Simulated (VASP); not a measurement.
Here is a VASP 6.6.1 calculation.

INCAR

```
SYSTEM = MgS
  PREC = Accurate
  ENCUT = 520
  EDIFF = 1E-7
  ISMEAR = 0
  SIGMA = 0.01
  LREAL = .FALSE.
  LASPH = .TRUE.
  NELM = 80
  ALGO = Normal
  ISIF = 2
  LWAVE = .FALSE.
  LCHARG = .TRUE.
  GGA = PE
  LELF = .TRUE.
  LVHAR = .TRUE.
  NBANDS = 11
```

KPOINTS

```
Automatic mesh
0
G
  8 8 8
  0 0 0
```

Contents of POSCAR:

```
MgS
1.0
    0.0000000000      2.8308747667      2.8308747667
    2.8308747667      0.0000000000      2.8308747667
    2.8308747667      2.8308747667      0.0000000000
Mg S
1 1
Direct
    0.0000000000      0.0000000000      0.0000000000
    0.7500000000      0.7500000000      0.7500000000
```

Potentials or basis: VASP PAW PBE potentials, release 64 (Mg, S).

Command:

```console
$ cat potpaw_PBE.64/Mg/POTCAR potpaw_PBE.64/S/POTCAR > POTCAR
$ mpirun -np 1 vasp_std > vasp.out
```

(1) Predict the band gap on the k mesh.

(2) What does it give for the pressure?

## Answers

(1) 3.46 eV, direct.

(2) 0.9 GPa.
